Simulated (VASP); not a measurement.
## CoSi (rocksalt type): single point with r2SCAN

The system is CoSi (rocksalt type).

```
Co Si
1.0
     0.00000    2.07511    2.07511
     2.07511    0.00000    2.07511
     2.07511    2.07511    0.00000
Co Si
1 1
Direct
  0.00000 0.00000 0.00000
  0.50000 0.50000 0.50000
```

This cell differs from its parent crystal: volume scaled by 0.72, source ansatz.

* Program: VASP 6.6.1
* Task: single point
* Functional: r2SCAN
* Potentials or basis: VASP PAW PBE potentials, release 64 (Co, Si)
* Cutoff: 660 eV
* k mesh: 14 × 14 × 14
* Occupations: fermi-dirac, width 0.1 eV
* Spin: no spin polarisation

The pressure is 114.7 GPa.

Levels at points of the mesh, in eV from the Fermi level:
| k point | band 4 | band 5 | band 6 | band 7 | band 8 | band 9 |
| --- | --- | --- | --- | --- | --- | --- |
| (0.00, 0.00, 0.00) | -3.75 | -3.32 | -3.32 | 6.75 | 6.75 | 6.75 |
| (0.50, 0.00, 0.00) | -4.84 | -1.76 | -1.76 | -0.39 | 7.81 | 7.81 |
| (0.50, 0.50, 0.00) | -2.47 | -1.36 | -1.36 | -0.01 | -0.01 | 0.50 |

It took 3.4 min on 1 thread of AMD EPYC 7R13 Processor (Zen 3), with other jobs on the host, peak memory 0.16 GiB.

Caveat: the PAW data sets were made with another functional, which shifts forces and pressure a little. Spin polarisation is off, so any magnetic state and its effect on volume and gap are missing.
